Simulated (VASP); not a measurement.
Runs of VASP 6.6.1 on InSe2. Symmetry: P4/nmm, No. 129, tetragonal system. The conventional cell has a = 3.895 Å, b = 3.895 Å, c = 9.626 Å, α = 90.00°, β = 90.00°, γ = 90.00°. Within 3.7 Å of In (site symmetry 4mm) lie 9 Se at 2.84 to 3.43 Å. Se (site symmetry 4mm) has 5 In at 2.84 to 3.28 Å within 3.7 Å. Se (site symmetry -4m2) has 4 Se at 2.75 Å and 4 In at 3.43 Å within 3.6 Å. 

```tsv
k mesh	smearing	gap on the mesh (eV)	pressure (GPa)	largest force (eV/Å)
10 × 10 × 4	fermi-dirac 0.05 eV	none	-0.1	0.06
6 × 6 × 2, shifted	gaussian 0.1 eV	none	0.1	0.11
10 × 10 × 4	gaussian 0.5 eV	none	0.1	0.08
10 × 10 × 4	gaussian 0.1 eV	none	-0.1	0.05
10 × 10 × 4	fermi-dirac 0.3 eV	none	0.5	0.06
8 × 8 × 4	gaussian 0.1 eV	none	-0.1	0.11
10 × 10 × 4	fermi-dirac 0.5 eV	none	(a)	0.05
8 × 8 × 4, shifted	gaussian 0.1 eV	none	-0.2	(b)
```

Alike in all rows: task single point; level PBE; potentials or basis VASP PAW PBE potentials, release 64 (In_d, Se); no spin polarisation; cell as given; cutoff (eV) 520.

Q: Estimate the missing entries.

A: (a) 1.8; (b) 0.02.

Caveats: spin-orbit coupling is left out, which moves the levels of the heavy elements.

A k mesh can miss the band edges, and the runs leave out spin-orbit coupling on In, Se.

A gap of «none» marks levels without a gap at the run's occupations.
